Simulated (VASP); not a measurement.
A run of VASP 6.6.1 is set up as follows.

File POSCAR:

```
TiNb
1.0
    1.6410044300     -2.3180454500      0.0000000000
    1.6410044300      2.3180454500      0.0000000000
    0.0000000000      0.0000000000      4.6459459700
Ti Nb
1 1
Direct
    0.5000000000      0.5000000000      0.4999999989
    0.0000000000      0.0000000000      0.0000000000
```

File INCAR.step1:

```
ALGO = Normal
EDIFF = 1E-4
ENCUT = 600
GGA = PE
ISMEAR = 1
LASPH = True
LCHARG = False
LREAL = False
LWAVE = True
NELM = 100
PREC = Accurate
SIGMA = 0.1
```

File INCAR.step2:

```
ALGO = Normal
EDIFF = 1E-6
EDIFFG = -0.03
ENCUT = 600
IBRION = 2
ISIF = 8
ISMEAR = 1
ISTART = 1
LASPH = True
LCHARG = False
LMIXTAU = True
LREAL = False
LWAVE = False
METAGGA = R2SCAN
NELM = 100
NSW = 60
PREC = Accurate
SIGMA = 0.1
```

KPOINTS

```
k-points
0
Gamma
  7 7 4
```

Potentials or basis: VASP PAW PBE potentials, release 64 (Ti_sv, Nb_sv).

Command:

```console
$ cat potpaw_PBE.64/Ti_sv/POTCAR potpaw_PBE.64/Nb_sv/POTCAR > POTCAR
$ cp INCAR.step1 INCAR
$ mpirun -np 1 vasp_std > vasp.out
$ cp INCAR.step2 INCAR
$ mpirun -np 1 vasp_std > vasp.out
```

**Question.** What does it give for the space group after relaxing (to 0.05 Å)?

**Answer.** Cmmm (No. 65).

**Question.** What does it give for the relaxed volume?

**Answer.** 17.56 Å³/atom.

**Question.** What does it give for the relaxed cell?

**Answer.** a = 2.834 Å, b = 2.834 Å, c = 4.636 Å, α = 90.00°, β = 90.00°, γ = 109.41°.

Step by step:
```csv
step,energy change (eV),largest force (eV/Å),pressure (GPa),volume (Å³)
1,0.0000,0.0000,-0.87,35.35
2,0.0003,0.0000,1.09,34.86
3,-0.0006,0.0000,0.02,35.12
```

Caveat: the PAW data sets were made with another functional, which shifts forces and pressure a little.
